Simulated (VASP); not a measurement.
# C in VASP: a series of runs

Runs on C. Level: PBE. Tasks: single point.

Program: VASP 6.6.1. These are calculated values, not measurements. Logs are shortened: lines on timing, memory, paths and dates and some standing lists are left out, and cuts for length are marked.

**1. The cell of the first run**

The cell holds a slab with vacuum, 13 atoms: a = 2.525 Å, b = 2.525 Å, c = 25.714 Å, α = 90.00°, β = 90.00°, γ = 90.00°.

**2. Single point, PBE**

Contents of INCAR:

```
PREC     = Accurate       # precision mode
ENCUT    = 520            # plane-wave cutoff, eV
EDIFF    = 1E-7           # SCF threshold, eV
ISMEAR   = 0              # smearing method
SIGMA    = 0.05           # smearing width, eV
LREAL    = False          # projectors in reciprocal space
LASPH    = True           # aspherical terms in the spheres
NELM     = 80             # most SCF steps
ALGO     = Normal         # electronic algorithm
ISIF     = 2              # what is computed and relaxed
LWAVE    = False          # write WAVECAR
LCHARG   = False          # write CHGCAR
LDIPOL   = True         
IDIPOL   = 3            
DIPOL    = 0.5 0.5 0.500
GGA      = PE             # functional
NBANDS   = 38             # bands
```

Contents of KPOINTS:

```
regular mesh
0
Gamma
  10 10 1
```

Contents of POSCAR:

```
C
1.0
    2.5254142366      0.0000000000      0.0000000000
    0.0000000000      2.5254142366      0.0000000000
    0.0000000000      0.0000000000     25.7144251920
C
13
Direct
    0.0000000000      0.0000000000      0.2916650846
    0.5000000000      0.0000000000      0.3263875705
    0.5000000000      0.5000000000      0.3611100564
    0.0000000000      0.5000000000      0.3958325423
    0.0000000000      0.0000000000      0.4305550282
    0.5000000000      0.0000000000      0.4652775141
    0.5000000000      0.5000000000      0.5000000000
    0.0000000000      0.5000000000      0.5347224859
    0.0000000000      0.0000000000      0.5694449718
    0.5000000000      0.0000000000      0.6041674577
    0.5000000000      0.5000000000      0.6388899436
    0.0000000000      0.5000000000      0.6736124295
    0.0000000000      0.0000000000      0.7083349154
```

Potentials or basis: VASP PAW PBE potentials, release 64 (C).

Command:

```console
> cat potpaw_PBE.64/C/POTCAR > POTCAR
> mpirun -np 1 vasp_std > vasp.out
```

OUTCAR:

```text
PREC = Accurate
   ENCUT = 520
   EDIFF = 1E-7
   ISMEAR = 0
   LREAL = False
   LASPH = True
   NELM = 80
   ISIF = 2
   GGA = PE

 ion  position               nearest neighbor table
   1  0.000  0.000  0.292-   2 1.55   2 1.55
   2  0.500  0.000  0.326-   3 1.55   3 1.55   1 1.55   1 1.55
   3  0.500  0.500  0.361-   2 1.55   4 1.55   2 1.55   4 1.55
   4  0.000  0.500  0.396-   3 1.55   5 1.55   5 1.55   3 1.55
   5  0.000  0.000  0.431-   4 1.55   4 1.55   6 1.55   6 1.55
   6  0.500  0.000  0.465-   7 1.55   7 1.55   5 1.55   5 1.55
   7  0.500  0.500  0.500-   6 1.55   8 1.55   6 1.55   8 1.55
   8  0.000  0.500  0.535-   7 1.55   7 1.55   9 1.55   9 1.55
   9  0.000  0.000  0.569-  10 1.55  10 1.55   8 1.55   8 1.55
  10  0.500  0.000  0.604-   9 1.55  11 1.55  11 1.55   9 1.55
  11  0.500  0.500  0.639-  10 1.55  12 1.55  10 1.55  12 1.55
  12  0.000  0.500  0.674-  11 1.55  11 1.55  13 1.55  13 1.55
  13  0.000  0.000  0.708-  12 1.55  12 1.55

  LATTYP: Found a simple tetragonal cell.
 ALAT       =     2.5254142366
 C/A-ratio  =    10.1822603276

  Lattice vectors:

 A1 = (   2.5254142366,   0.0000000000,   0.0000000000)
 A2 = (   0.0000000000,   2.5254142366,   0.0000000000)
 A3 = (   0.0000000000,   0.0000000000,  25.7144251920)

Analysis of symmetry for initial positions (statically):
=====================================================================
 Subroutine PRICEL returns:
 Original cell was already a primitive cell.

 Routine SETGRP: Setting up the symmetry group for a
 simple tetragonal supercell.

 Subroutine GETGRP returns: Found  8 space group operations
 (whereof  8 operations were pure point group operations)
 out of a pool of 16 trial point group operations.

The static configuration has the point symmetry D_2d.

Analysis of symmetry for dynamics (positions and initial velocities):
=====================================================================
 Subroutine PRICEL returns:
 Original cell was already a primitive cell.

 Routine SETGRP: Setting up the symmetry group for a
 simple tetragonal supercell.

 Subroutine GETGRP returns: Found  8 space group operations
 (whereof  8 operations were pure point group operations)
 out of a pool of 16 trial point group operations.

The dynamic configuration has the point symmetry D_2d.

 Subroutine INISYM returns: Found  8 space group operations
 (whereof  8 operations are pure point group operations),
 and found     1 'primitive' translations

----------------------------------------------------------------------------------------

                                     Primitive cell

  volume of cell :     163.9993
[... 131 lines left out ...]
   LORBIT       =      0    0 simple, 1 ext, 2 COOP (PROOUT), +10 PAW based schemes
   GGA     = PE    functional components
   LHFCALC =     F    Hartree Fock is set to
   AEXX    =    0.0000 exact exchange contribution
   IVDW    =     0    specifies the selected vdW correction
   LEPSILON=     F    determine dielectric tensor
   LRPA    =     F    only Hartree local field effects (RPA)
 non-spin polarized calculation
 Gauss-broadening in eV      SIGMA  =   0.05
  energy-cutoff  :      520.00
  volume of cell :      164.00
 maximum number of plane-waves:      4475
 NGX is ok and might be reduce to    20
   NGX =  9   NGY =  9   NGZ = 95

 dipolmoment           0.000000      0.000000      0.000000 electrons x Angstroem

 number of electron      52.0000004 magnetization

 dipolmoment           0.000000      0.000000     -0.000000 electrons x Angstroem

 Free energy of the ion-electron system (eV)
  ---------------------------------------------------
  ext. energy  EPLUGINS =         0.00000000
  ---------------------------------------------------
  free energy    TOTEN  =      -111.24434860 eV

  energy without entropy =     -111.24154915  energy(sigma->0) =     -111.24294887

 E-fermi :   0.2708     XC(G=0):  -6.8452

 val. band max:        0.2189881305   @ k =   0.5000   0.4000   0.0000
 cond. band min:       0.2786767153   @ k =   0.1000   0.1000   0.0000
 fundamental gap:      0.0596885847
 Fermi energy:         0.2708270576

 k-point     1 :       0.0000    0.0000    0.0000
  band No.  band energies     occupation
      1     -21.1084      2.00000
      2     -20.3885      2.00000
      3     -19.3186      2.00000
      4     -17.9119      2.00000
      5     -16.1950      2.00000
      6     -14.2103      2.00000
[... 850 lines left out ...]
     37       9.4916      0.00000
     38      10.0047      0.00000

------------------------ aborting loop because EDIFF is reached ----------------------------------------

 vacuum level on the upper side and lower side of the slab       (xc-potential included)        -0.112        -0.112

  FORCE on cell =-STRESS in cart. coord.  units (eV):
  Direction    XX          YY          ZZ          XY          YZ          ZX
  --------------------------------------------------------------------------------------
  -------------------------------------------------------------------------------------
  Total       -4.3392997     -4.3392997     -3.7565274      0.0000000      0.0000000      0.0000000
  in kB      -42.3924147    -42.3924147    -36.6990712      0.0000000      0.0000000      0.0000000
  external PRESSURE =     -40.4946335 kB  Pullay stress =       0.0000000 kB

 VOLUME and BASIS-vectors are now :
 -----------------------------------------------------------------------------
  energy-cutoff  :      520.00
  volume of cell :      164.00
      direct lattice vectors                 reciprocal lattice vectors
     2.525414237  0.000000000  0.000000000     0.395974643  0.000000000  0.000000000
     0.000000000  2.525414237  0.000000000     0.000000000  0.395974643  0.000000000
     0.000000000  0.000000000 25.714425192     0.000000000  0.000000000  0.038888678

 POSITION                                       TOTAL-FORCE (eV/Angst)
 -----------------------------------------------------------------------------------
      0.00000      0.00000      7.50000         0.000000     -0.000000      2.220891
      1.26271      0.00000      8.39287        -0.000000     -0.000000     -2.363905
      1.26271      1.26271      9.28574         0.000000     -0.000000      0.236816
      0.00000      1.26271     10.17861         0.000000     -0.000000     -0.140530
      0.00000      0.00000     11.07148         0.000000     -0.000000      0.015250
      1.26271      0.00000     11.96434         0.000000     -0.000000     -0.010544
      1.26271      1.26271     12.85721         0.000000      0.000000      0.000000
      0.00000      1.26271     13.75008         0.000000     -0.000000      0.010544
      0.00000      0.00000     14.64295         0.000000     -0.000000     -0.015250
      1.26271      0.00000     15.53582         0.000000     -0.000000      0.140530
      1.26271      1.26271     16.42869        -0.000000     -0.000000     -0.236816
      0.00000      1.26271     17.32156        -0.000000      0.000000      2.363905
      0.00000      0.00000     18.21443         0.000000     -0.000000     -2.220891
 -----------------------------------------------------------------------------------
    total drift:                                0.000000     -0.000000      0.000000

  FREE ENERGIE OF THE ION-ELECTRON SYSTEM (eV)
  ---------------------------------------------------
  free  energy   TOTEN  =      -111.2443485971 eV

  energy  without entropy=     -111.2415491452  energy(sigma->0) =     -111.24294887

 vacuum level on the upper side and lower side of the slab         7.715         7.715
```

It took 5.1 min on 1 thread of Intel Xeon 6975P-C, shared host; peak memory 0.29 GiB.

What came out:

| Property | Result |
| --- | --- |
| Free energy | -111.2443 eV |
| Largest force | 2.364 eV/Å |
| Band gap on the k mesh | zero (band 26 reaches 0.44 eV, above the bottom of band 27 at 0.10 eV) |

Forces on the atoms (eV/Å):
```
C    0.000  0.000  2.221
C    0.000  0.000 -2.364
C    0.000  0.000  0.237
C    0.000  0.000 -0.141
C    0.000  0.000  0.015
C    0.000  0.000 -0.011
C    0.000  0.000  0.000
C    0.000  0.000  0.011
C    0.000  0.000 -0.015
C    0.000  0.000  0.141
C    0.000  0.000 -0.237
C    0.000  0.000  2.364
C    0.000  0.000 -2.221
```

**3. Single point, PBE**

Contents of INCAR:

```
SYSTEM = C
  PREC = Accurate
  ENCUT = 520
  EDIFF = 1E-6
  ISMEAR = 0
  SIGMA = 0.05
  LREAL = .FALSE.
  LASPH = .TRUE.
  NELM = 100
  ALGO = Normal
  ISIF = 2
  LWAVE = .FALSE.
  LCHARG = .TRUE.
  LDIPOL = .TRUE.
  IDIPOL = 3
  DIPOL = 0.5 0.5 0.500
  GGA = PE
  LELF = .TRUE.
  LVHAR = .TRUE.
  LVACPOTAV = .TRUE.
  NBANDS = 38
```

Contents of KPOINTS:

```
regular mesh
0
G
  10 10 1
  0 0 0
```

Contents of POSCAR:

```
C
1.0
    2.5254142366      0.0000000000      0.0000000000
    0.0000000000      2.5254142366      0.0000000000
    0.0000000000      0.0000000000     25.7144251920
C
13
Direct
    0.0000000000      0.0000000000      0.2947616305
    0.5000000000      0.0000000000      0.3253544065
    0.5000000000      0.5000000000      0.3614138161
    0.0000000000      0.5000000000      0.3957093513
    0.0000000000      0.0000000000      0.4305687699
    0.5000000000      0.0000000000      0.4652570027
    0.5000000000      0.5000000000      0.4999999982
    0.0000000000      0.5000000000      0.5347429960
    0.0000000000      0.0000000000      0.5694312309
    0.5000000000      0.0000000000      0.6042906494
    0.5000000000      0.5000000000      0.6385861843
    0.0000000000      0.5000000000      0.6746455940
    0.0000000000      0.0000000000      0.7052383699
```

Potentials or basis: VASP PAW PBE potentials, release 64 (C).

Command:

```console
> cat potpaw_PBE.64/C/POTCAR > POTCAR
> mpirun -np 1 vasp_std > vasp.out
```

OUTCAR:

```text
SYSTEM = C
   PREC = Accurate
   ENCUT = 520
   EDIFF = 1E-6
   ISMEAR = 0
   LREAL = .FALSE.
   LASPH = .TRUE.
   NELM = 100
   ISIF = 2
   GGA = PE

 ion  position               nearest neighbor table
   1  0.000  0.000  0.295-   2 1.49   2 1.49
   2  0.500  0.000  0.325-   1 1.49   1 1.49   3 1.57   3 1.57
   3  0.500  0.500  0.361-   4 1.54   4 1.54   2 1.57   2 1.57
   4  0.000  0.500  0.396-   3 1.54   3 1.54   5 1.55   5 1.55
   5  0.000  0.000  0.431-   6 1.55   6 1.55   4 1.55   4 1.55
   6  0.500  0.000  0.465-   5 1.55   5 1.55   7 1.55   7 1.55
   7  0.500  0.500  0.500-   6 1.55   6 1.55   8 1.55   8 1.55
   8  0.000  0.500  0.535-   9 1.55   9 1.55   7 1.55   7 1.55
   9  0.000  0.000  0.569-   8 1.55   8 1.55  10 1.55  10 1.55
  10  0.500  0.000  0.604-  11 1.54  11 1.54   9 1.55   9 1.55
  11  0.500  0.500  0.639-  10 1.54  10 1.54  12 1.57  12 1.57
  12  0.000  0.500  0.675-  13 1.49  13 1.49  11 1.57  11 1.57
  13  0.000  0.000  0.705-  12 1.49  12 1.49

  LATTYP: Found a simple tetragonal cell.
 ALAT       =     2.5254142366
 C/A-ratio  =    10.1822603276

  Lattice vectors:

 A1 = (   2.5254142366,   0.0000000000,   0.0000000000)
 A2 = (   0.0000000000,   2.5254142366,   0.0000000000)
 A3 = (   0.0000000000,   0.0000000000,  25.7144251920)

Analysis of symmetry for initial positions (statically):
=====================================================================
 Subroutine PRICEL returns:
 Original cell was already a primitive cell.

 Routine SETGRP: Setting up the symmetry group for a
 simple tetragonal supercell.

 Subroutine GETGRP returns: Found  8 space group operations
 (whereof  8 operations were pure point group operations)
 out of a pool of 16 trial point group operations.

[... 163 lines left out ...]
 non-spin polarized calculation
 Gauss-broadening in eV      SIGMA  =   0.05
  energy-cutoff  :      520.00
  volume of cell :      164.00
 maximum number of plane-waves:      4475
 NGX is ok and might be reduce to    20
   NGX =  9   NGY =  9   NGZ = 95

 dipolmoment           0.000000      0.000000     -0.000000 electrons x Angstroem

 number of electron      52.0000005 magnetization

 dipolmoment           0.000000      0.000000      0.000000 electrons x Angstroem

 Free energy of the ion-electron system (eV)
  ---------------------------------------------------
  ext. energy  EPLUGINS =         0.00000000
  ---------------------------------------------------
  free energy    TOTEN  =      -111.48596052 eV

  energy without entropy =     -111.48374314  energy(sigma->0) =     -111.48485183

 E-fermi :   0.5263     XC(G=0):  -6.8018

 val. band max:        0.4916507219   @ k =   0.5000   0.4000   0.0000
 cond. band min:       0.5436933125   @ k =   0.0000   0.0000   0.0000
 fundamental gap:      0.0520425906
 Fermi energy:         0.5262525549

 k-point     1 :       0.0000    0.0000    0.0000
  band No.  band energies     occupation
      1     -21.1664      2.00000
      2     -20.4793      2.00000
      3     -19.4584      2.00000
      4     -18.1014      2.00000
      5     -16.4056      2.00000
      6     -14.3718      2.00000
[... 850 lines left out ...]
     37       9.2255      0.00000
     38      10.5416      0.00000

------------------------ aborting loop because EDIFF is reached ----------------------------------------

  FORCE on cell =-STRESS in cart. coord.  units (eV):
  Direction    XX          YY          ZZ          XY          YZ          ZX
  --------------------------------------------------------------------------------------
  -------------------------------------------------------------------------------------
  Total       -3.2096919     -3.2096919      0.2924491      0.0000000      0.0000000     -0.0000000
  in kB      -31.3568092    -31.3568092      2.8570567      0.0000000      0.0000000     -0.0000000
  external PRESSURE =     -19.9521873 kB  Pullay stress =       0.0000000 kB

 VOLUME and BASIS-vectors are now :
 -----------------------------------------------------------------------------
  energy-cutoff  :      520.00
  volume of cell :      164.00
      direct lattice vectors                 reciprocal lattice vectors
     2.525414237  0.000000000  0.000000000     0.395974643  0.000000000  0.000000000
     0.000000000  2.525414237  0.000000000     0.000000000  0.395974643  0.000000000
     0.000000000  0.000000000 25.714425192     0.000000000  0.000000000  0.038888678

 POSITION                                       TOTAL-FORCE (eV/Angst)
 -----------------------------------------------------------------------------------
      0.00000      0.00000      7.57963        -0.000000      0.000000     -0.045472
      1.26271      0.00000      8.36630         0.000000      0.000000      0.012054
      1.26271      1.26271      9.29355         0.000000     -0.000000     -0.003720
      0.00000      1.26271     10.17544         0.000000      0.000000      0.003364
      0.00000      0.00000     11.07183        -0.000000      0.000000     -0.000915
      1.26271      0.00000     11.96382         0.000000     -0.000000     -0.000431
      1.26271      1.26271     12.85721         0.000000     -0.000000      0.000000
      0.00000      1.26271     13.75061         0.000000      0.000000      0.000431
      0.00000      0.00000     14.64260         0.000000      0.000000      0.000915
      1.26271      0.00000     15.53899         0.000000      0.000000     -0.003364
      1.26271      1.26271     16.42088        -0.000000      0.000000      0.003720
      0.00000      1.26271     17.34812         0.000000     -0.000000     -0.012054
      0.00000      0.00000     18.13480         0.000000      0.000000      0.045472
 -----------------------------------------------------------------------------------
    total drift:                                0.000000      0.000000      0.000007

  FREE ENERGIE OF THE ION-ELECTRON SYSTEM (eV)
  ---------------------------------------------------
  free  energy   TOTEN  =      -111.4859605152 eV

  energy  without entropy=     -111.4837431435  energy(sigma->0) =     -111.48485183

 vacuum level on the upper side and lower side of the slab         7.790         7.790
```

OSZICAR:

```text
N       E                     dE             d eps       ncg     rms          rms(c)
DAV:   1     0.308128323796E+03    0.30813E+03   -0.25235E+04  1596   0.122E+03
DAV:   2    -0.854340665034E+02   -0.39356E+03   -0.37283E+03  2128   0.284E+02
DAV:   3    -0.114443039668E+03   -0.29009E+02   -0.28364E+02  1978   0.765E+01
[... 13 lines left out ...]
DAV:  17    -0.111485938638E+03   -0.72381E-05   -0.16524E-07  1382   0.189E-03    0.533E-04
DAV:  18    -0.111485953522E+03   -0.14883E-04   -0.54634E-07  1406   0.144E-03    0.357E-04
DAV:  19    -0.111485958533E+03   -0.50108E-05   -0.17949E-07  1372   0.949E-04    0.216E-04
DAV:  20    -0.111485960325E+03   -0.17919E-05   -0.68986E-08  1382   0.632E-04    0.689E-05
DAV:  21    -0.111485960515E+03   -0.19058E-06   -0.67292E-09  1210   0.323E-04
   1 F= -.11148596E+03 E0= -.11148485E+03  d E =-.221737E-02
```

stdout:

```text
POSCAR found type information on POSCAR C
 POSCAR found :  1 types and      13 ions
 scaLAPACK will be used
 LDA part: xc-table for (Slater+PW92), standard interpolation
 POSCAR, INCAR and KPOINTS ok, starting setup
 FFT: planning ... GRIDC
 FFT: planning ... GRID_SOFT
 FFT: planning ... GRID
 WAVECAR not read
 entering main loop
 -----------------------------------------------------------------------------
|                                                                             |
|           W    W    AA    RRRRR   N    N  II  N    N   GGGG   !!!           |
|           W    W   A  A   R    R  NN   N  II  NN   N  G    G  !!!           |
|           W    W  A    A  R    R  N N  N  II  N N  N  G       !!!           |
|           W WW W  AAAAAA  RRRRR   N  N N  II  N  N N  G  GGG   !            |
|           WW  WW  A    A  R   R   N   NN  II  N   NN  G    G                |
|           W    W  A    A  R    R  N    N  II  N    N   GGGG   !!!           |
|                                                                             |
|     Did not find any points to average over, which means that no vacuum     |
|     field-free region was found. Please increase the size of  your cell     |
|     in the dimension of the dipole correction to obtain accurate            |
|     workfunction values.                                                    |
|                                                                             |
 -----------------------------------------------------------------------------
```

Wall time 5.1 min (1 thread of Intel Xeon 6975P-C, shared host); peak memory 0.29 GiB.

Results:

| Quantity | Value |
| --- | --- |
| Free energy | -111.4860 eV |
| Largest force | 0.045 eV/Å |
| Band gap on the k mesh | zero (band 26 reaches 0.70 eV, above the bottom of band 27 at 0.33 eV) |

Forces in eV/Å, atoms in the order of the input:
```
C    0.000  0.000 -0.045
C    0.000  0.000  0.012
C    0.000  0.000 -0.004
C    0.000  0.000  0.003
C    0.000  0.000 -0.001
C    0.000  0.000  0.000
C    0.000  0.000  0.000
C    0.000  0.000  0.000
C    0.000  0.000  0.001
C    0.000  0.000 -0.003
C    0.000  0.000  0.004
C    0.000  0.000 -0.012
C    0.000  0.000  0.045
```

Levels at points of the mesh, in eV from the Fermi level:
| k point | band 24 | band 25 | band 26 | band 27 | band 28 | band 29 |
| --- | --- | --- | --- | --- | --- | --- |
| (0.00, 0.00, 0.00) | -1.16 | 0.02 | 0.17 | 3.44 | 3.44 | 3.82 |
| (0.50, 0.00, 0.00) | -2.83 | -1.20 | -0.40 | 0.58 | 3.99 | 7.54 |
| (0.50, 0.50, 0.00) | -6.63 | -1.75 | -1.75 | -0.20 | -0.17 | 4.90 |
